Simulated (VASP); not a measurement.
# H23C2NO10 in VASP: notebook, part 3 of 4

VASP 6.6.1. Earlier steps stand in the parts before.

**6. Single point, PBE+D3(BJ)**

Input file INCAR:

```
SYSTEM = H23C2NO10
ALGO = Normal
EDIFF = 1E-6
ENCUT = 520
GGA = PE
ISIF = 2
ISMEAR = -1
IVDW = 12
LASPH = .True.
LCHARG = .False.
LREAL = Auto
LWAVE = .False.
NBANDS = 72
NELM = 100
PREC = Accurate
SIGMA = 0.05
```

Input file KPOINTS:

```
k-points
0
Gamma
  1 1 1
  0 0 0
```

Input file POSCAR:

```
H23C2NO10
1.0
    7.2873620000      0.0000000000      0.0000000000
    0.0000000000      7.2873620000      0.0000000000
    0.0000000000      0.0000000000      7.2873620000
O H C N
10 23 2 1
Direct
    0.1457180253      0.0502376580      0.7338732452
    0.6685821289      0.1566273228      0.0476990165
    0.5119685285      0.0337296267      0.5708650126
    0.4941843153      0.4766882721      0.8652788211
    0.6282932013      0.8150411630      0.9182746788
    0.2532192033      0.3981276078      0.6020697202
    0.2026933752      0.3717669028      0.0354586475
    0.2904205939      0.7700042896      0.4403239471
    0.2194209647      0.0319731612      0.1063759424
    0.1565724332      0.7086652207      0.8543558012
    0.2489927082      0.0016192416      0.6661395440
    0.1496426279      0.1909195673      0.6850215483
    0.7722684834      0.2336236350      0.1058270469
    0.7001847857      0.0318222150      0.0179214371
    0.6021794992     -0.0060652950      0.4864723339
    0.5871397633      0.1312957968      0.6364442990
    0.5895000139      0.3720962400      0.8522151088
    0.4052083593      0.4332294732      0.9545429471
    0.5616847358      0.8281323200      0.8101285486
    0.5549744887      0.7068950328      0.9646837909
    0.3538454656      0.4375108578      0.6773232893
    0.2297950891      0.5044349382      0.5313582611
    0.2124499922      0.2338980827      0.0677885907
    0.1925525314      0.4427116424      0.1428912136
    0.2507628961      0.8473299391      0.3415913742
    0.3745662697      0.8219435236      0.5265142585
    0.3482330094      0.0015506297      0.0957410926
    0.1718728945      0.0277329437     -0.0091391096
    0.0468619509      0.7249811386      0.7873768313
    0.1251344451      0.5838463905      0.8833237597
    0.9040308413      0.4406807292      0.6898243836
    0.6890284852      0.4006113598      0.5859184709
    0.9045248473      0.3622161216      0.4417236306
    0.8241939950      0.4454972869      0.5459726030
    0.8153156108      0.6421665343      0.4863351100
    0.7998642033      0.7915347145      0.4263820022
```

Potentials or basis: VASP PAW PBE potentials, release 64 (O, H, C, N).

The run is started by

```bash
> cat potpaw_PBE.64/O/POTCAR potpaw_PBE.64/H/POTCAR potpaw_PBE.64/C/POTCAR potpaw_PBE.64/N/POTCAR > POTCAR
> mpirun -np 1 vasp_gam > vasp.out
```

OUTCAR:

```text
SYSTEM = H23C2NO10
   EDIFF = 1E-6
   ENCUT = 520
   GGA = PE
   ISIF = 2
   ISMEAR = -1
   IVDW = 12
   LASPH = .True.
   LREAL = Auto
   NELM = 100
   PREC = Accurate
 IVDW          = 12

 ion  position               nearest neighbor table
   1  0.146  0.050  0.734-  11 0.97  12 1.09
   2  0.669  0.157  0.048-  14 0.96  13 1.03
   3  0.512  0.034  0.571-  15 0.95  16 1.02
   4  0.494  0.477  0.865-  18 0.97  17 1.04
   5  0.628  0.815  0.918-  19 0.93  20 1.01
   6  0.253  0.398  0.602-  22 0.95  21 0.96
   7  0.203  0.372  0.035-  24 0.94  23 1.03
   8  0.290  0.770  0.440-  26 0.96  25 0.96
   9  0.219  0.032  0.106-  28 0.91  27 0.97
  10  0.157  0.709  0.854-  29 0.94  30 0.96
  11  0.249  0.002  0.666-   1 0.97
  12  0.150  0.191  0.685-   1 1.09
  13  0.772  0.234  0.106-   2 1.03
  14  0.700  0.032  0.018-   2 0.96
  15  0.602  0.994  0.486-   3 0.95
  16  0.587  0.131  0.636-   3 1.02
[... 15 lines left out ...]
  32  0.689  0.401  0.586-  34 1.08
  33  0.905  0.362  0.442-  34 1.13
  34  0.824  0.445  0.546-  32 1.08  33 1.13  31 1.20  35 1.50
  35  0.815  0.642  0.486-  36 1.18  34 1.50
  36  0.800  0.792  0.426-  35 1.18

  LATTYP: Found a simple cubic cell.
 ALAT       =     7.2873620000

  Lattice vectors:

 A1 = (   7.2873620000,   0.0000000000,   0.0000000000)
 A2 = (   0.0000000000,   7.2873620000,   0.0000000000)
 A3 = (   0.0000000000,   0.0000000000,   7.2873620000)

Analysis of symmetry for initial positions (statically):
=====================================================================
 Subroutine PRICEL returns:
 Original cell was already a primitive cell.

 Routine SETGRP: Setting up the symmetry group for a
 simple cubic supercell.

 Subroutine GETGRP returns: Found  1 space group operations
 (whereof  1 operations were pure point group operations)
 out of a pool of 48 trial point group operations.

The static configuration has the point symmetry C_1 .

Analysis of symmetry for dynamics (positions and initial velocities):
=====================================================================
 Subroutine PRICEL returns:
 Original cell was already a primitive cell.

 Routine SETGRP: Setting up the symmetry group for a
 simple cubic supercell.

 Subroutine GETGRP returns: Found  1 space group operations
 (whereof  1 operations were pure point group operations)
 out of a pool of 48 trial point group operations.

The dynamic configuration has the point symmetry C_1 .

 Subroutine INISYM returns: Found  1 space group operations
 (whereof  1 operations are pure point group operations),
 and found     1 'primitive' translations

----------------------------------------------------------------------------------------

                                     Primitive cell

  volume of cell :     387.0001

  direct lattice vectors                    reciprocal lattice vectors
     7.287362000  0.000000000  0.000000000     0.137223868  0.000000000  0.000000000
     0.000000000  7.287362000  0.000000000     0.000000000  0.137223868  0.000000000
     0.000000000  0.000000000  7.287362000     0.000000000  0.000000000  0.137223868

  length of vectors
     7.287362000  7.287362000  7.287362000     0.137223868  0.137223868  0.137223868

  position of ions in fractional coordinates (direct lattice)
     0.145718025  0.050237658  0.733873245
     0.668582129  0.156627323  0.047699016
     0.511968528  0.033729627  0.570865013
     0.494184315  0.476688272  0.865278821
     0.628293201  0.815041163  0.918274679
     0.253219203  0.398127608  0.602069720
[... 28 lines left out ...]
     0.815315611  0.642166534  0.486335110
     0.799864203  0.791534715  0.426382002

  ion indices of the primitive-cell ions
   primitive index   ion index
                 1           1
                 2           2
                 3           3
                 4           4
                 5           5
                 6           6
[... 28 lines left out ...]
                35          35
                36          36

----------------------------------------------------------------------------------------

 KPOINTS: k-points

Automatic generation of k-mesh.
 Grid dimensions read from file:
 generate k-points for:    1    1    1

 Generating k-lattice:

  Cartesian coordinates                     Fractional coordinates (reciprocal lattice)
     0.137223868  0.000000000  0.000000000     1.000000000  0.000000000  0.000000000
     0.000000000  0.137223868  0.000000000     0.000000000  1.000000000  0.000000000
     0.000000000  0.000000000  0.137223868     0.000000000  0.000000000  1.000000000

  Length of vectors
     0.137223868  0.137223868  0.137223868

  Shift w.r.t. Gamma in fractional coordinates (k-lattice)
     0.000000000  0.000000000  0.000000000

 Subroutine IBZKPT returns following result:
 ===========================================

 Found      1 irreducible k-points:

 Following reciprocal coordinates:
            Coordinates               Weight
  0.000000  0.000000  0.000000      1.000000
   k-points           NKPTS =      1   k-points in BZ     NKDIM =      1   number of bands    NBANDS=     72
   number of dos      NEDOS =    301   number of ions     NIONS =     36
   total plane-waves  NPLWV = 157464
   dimension x,y,z NGX =    54 NGY =   54 NGZ =   54
   dimension x,y,z NGXF=   108 NGYF=  108 NGZF=  108
   ions per type =              10  23   2   1
   NGX,Y,Z   is equivalent  to a cutoff of  12.32, 12.32, 12.32 a.u.
   NGXF,Y,Z  is equivalent  to a cutoff of  24.64, 24.64, 24.64 a.u.
 SYSTEM =  H23C2NO10
   PREC   = accura    normal or accurate (medium, high low for compatibility)
   ISTART =      0    job   : 0-new  1-cont  2-samecut
   ICHARG =      2    charge: 1-file 2-atom 10-const
   ISPIN  =      1    spin polarized calculation?
   LNONCOLLINEAR =      F non collinear calculations
   LSORBIT =      F    spin-orbit coupling
   LASPH  =      T    aspherical Exc in radial PAW
   ENCUT  =  520.0 eV  38.22 Ry    6.18 a.u.  13.55 13.55 13.55*2*pi/ulx,y,z
   NELM   =    100;   NELMIN=  2; NELMDL= -5     # of ELM steps
   EDIFF  = 0.1E-05   stopping-criterion for ELM
   LREAL  =      T    real-space projection
   EDIFFG = 0.1E-04   stopping-criterion for IOM
   NSW    =      0    number of steps for IOM
   IBRION =     -1    ionic relax: 0-MD 1-quasi-New 2-CG
   NFREE  =      0    steps in history (QN), initial steepest desc. (CG)
   ISIF   =      2    stress and relaxation
   ISYM   =      2    0-nonsym 1-usesym 2-fastsym
   POTIM  = 0.5000    time-step for ionic-motion
   TEBEG  =    0.0;   TEEND  =   0.0 temperature during run
   PSTRESS=    0.0 pullay stress
   NELECT =      96.0000    total number of electrons
   NUPDOWN=      -1.0000    fix difference up-down
   EMIN   =  10.00;   EMAX   =-10.00  energy-range for DOS
   EFERMI =   0.00;   METHOD = LEGACY
   ISMEAR =    -1;   SIGMA  =   0.05  broadening in eV -4-tet -1-fermi 0-gaus
   EFERMI_NEDOS =   21; number of points for ismear=-14 and -15
   IALGO  =     38    algorithm
   IMIX   =      4    mixing-type and parameters
     AMIX     =   0.40;   BMIX     =  1.00
     AMIX_MAG =   1.60;   BMIX_MAG =  1.00
  volume/ion in A,a.u.               =      10.75        72.54
  Fermi-wavevector in a.u.,A,eV,Ry     =   1.028636  1.943839 14.396206  1.058091
  Thomas-Fermi vector in A             =   2.162642
   LORBIT       =      0    0 simple, 1 ext, 2 COOP (PROOUT), +10 PAW based schemes
   GGA     = PE    functional components
   LHFCALC =     F    Hartree Fock is set to
   AEXX    =    0.0000 exact exchange contribution
   IVDW    =    12    specifies the selected vdW correction
   LEPSILON=     F    determine dielectric tensor
   LRPA    =     F    only Hartree local field effects (RPA)
 non-spin polarized calculation
  energy-cutoff  :      520.00
  volume of cell :      387.00
 maximum number of plane-waves:      5198
 NGX is ok and might be reduce to    54
   NGX = 27   NGY = 27   NGZ = 27

 number of electron      96.0000015 magnetization

 Free energy of the ion-electron system (eV)
  ---------------------------------------------------
  ext. energy  EPLUGINS =         0.00000000
  ---------------------------------------------------
  free energy    TOTEN  =      -180.08415828 eV

  energy without entropy =     -180.08415828  energy(sigma->0) =     -180.08415828

 E-fermi :  -1.9348     XC(G=0):  -6.6907

 val. band max:       -3.2470620769   @ k =   0.0000   0.0000   0.0000
 cond. band min:       0.8106483956   @ k =   0.0000   0.0000   0.0000
 fundamental gap:      4.0577104725
 Fermi energy:        -1.9347830260

 k-point     1 :       0.0000    0.0000    0.0000
  band No.  band energies     occupation
      1     -23.1437      2.00000
      2     -22.8244      2.00000
      3     -22.4645      2.00000
      4     -22.1495      2.00000
      5     -21.9761      2.00000
      6     -21.9172      2.00000
[... 52 lines left out ...]
     59       5.1172      0.00000
     60       5.7205      0.00000
 [bands above 60 left out]

------------------------ aborting loop because EDIFF is reached ----------------------------------------

 Edisp (eV)   -1.29233

 E8    (eV) :    -0.2734

  FORCE on cell =-STRESS in cart. coord.  units (eV):
  Direction    XX          YY          ZZ          XY          YZ          ZX
  --------------------------------------------------------------------------------------
  -------------------------------------------------------------------------------------
  Total       2.61109    -2.32421     6.18847    -1.73454     0.92657     1.21819
  in kB      10.80989    -9.62219    25.62021    -7.18098     3.83601     5.04329
  external pressure =        8.94 kB  Pullay stress =        0.00 kB

 VOLUME and BASIS-vectors are now :
 -----------------------------------------------------------------------------
  energy-cutoff  :      520.00
  volume of cell :      387.00
      direct lattice vectors                 reciprocal lattice vectors
     7.287362000  0.000000000  0.000000000     0.137223868  0.000000000  0.000000000
     0.000000000  7.287362000  0.000000000     0.000000000  0.137223868  0.000000000
     0.000000000  0.000000000  7.287362000     0.000000000  0.000000000  0.137223868

 POSITION                                       TOTAL-FORCE (eV/Angst)
 -----------------------------------------------------------------------------------
      1.06190      0.36610      5.34800        -0.511848      3.495236     -0.702332
      4.87220      1.14140      0.34760         0.884949      3.072429      1.006152
      3.73090      0.24580      4.16010         0.467544      2.125091      1.963305
      3.60130      3.47380      6.30560         2.865009     -1.202378     -1.328182
      4.57860      5.93950      6.69180         0.140537     -1.185154      2.495603
      1.84530      2.90130      4.38750        -0.720755     -1.648580     -0.372535
[... 28 lines left out ...]
      5.94150      4.67970      3.54410        -0.333866      0.016860     -0.503770
      5.82890      5.76820      3.10720         0.168742     -1.426888      0.698983
 -----------------------------------------------------------------------------------
    total drift:                               -0.012622     -0.016826     -0.006870

  FREE ENERGIE OF THE ION-ELECTRON SYSTEM (eV)
  ---------------------------------------------------
  free  energy   TOTEN  =      -181.3764858681 eV

  energy  without entropy=     -181.3764858681  energy(sigma->0) =     -181.37648587
```

Wall time 31 s (1 thread of Intel Xeon 6975P-C (Granite Rapids), shared host); peak memory 0.36 GiB.

Results:

| Quantity | Value |
| --- | --- |
| Free energy | -181.3765 eV |
| Pressure | 0.9 GPa |
| Largest force | 4.958 eV/Å |
| Band gap on the k mesh | 4.06 eV |
| Dispersion energy per atom | -0.036 eV |

Forces on the atoms (eV/Å):
```
O   -0.512  3.495 -0.702
O    0.885  3.072  1.006
O    0.468  2.125  1.963
O    2.865 -1.202 -1.328
O    0.141 -1.185  2.496
O   -0.721 -1.649 -0.373
O   -0.082 -0.823 -1.217
O   -0.713 -2.200 -0.157
O    1.445  0.312  4.476
O    0.382 -0.344  0.506
H    0.131 -0.207 -0.103
H    0.130 -2.661  0.961
H   -1.556 -1.971 -1.111
H    0.624 -1.025 -0.072
H    1.228 -1.033 -1.459
H   -1.343 -1.276 -0.435
H   -1.547  1.574  0.940
H   -1.071 -0.714  0.572
H   -0.940  0.895 -2.486
H    1.145  0.555 -0.096
H    0.858  0.218  1.165
H   -0.420  1.474 -1.002
H    0.011  0.880  0.505
H   -0.140  0.639  1.583
H    0.060  0.926 -0.172
H    0.330  0.814 -0.101
H    0.388 -0.064 -0.227
H   -1.617 -1.050 -4.568
H   -1.226  1.653 -1.198
H    0.910 -1.286  0.823
H   -0.779  0.049 -2.225
H   -0.602 -0.314 -0.617
H   -0.872  0.393  0.898
C    2.305  1.340  1.560
C   -0.334  0.017 -0.504
N    0.169 -1.427  0.699
```

Stress tensor (GPa, compression positive):
```
 1.08 -0.72  0.50
-0.72 -0.96  0.38
 0.50  0.38  2.56
```

Caveat: the k points lie up to 0.86 Å⁻¹ apart; the atoms stand as in a frame of molecular dynamics.

(Part 3 of 4 ends here.)
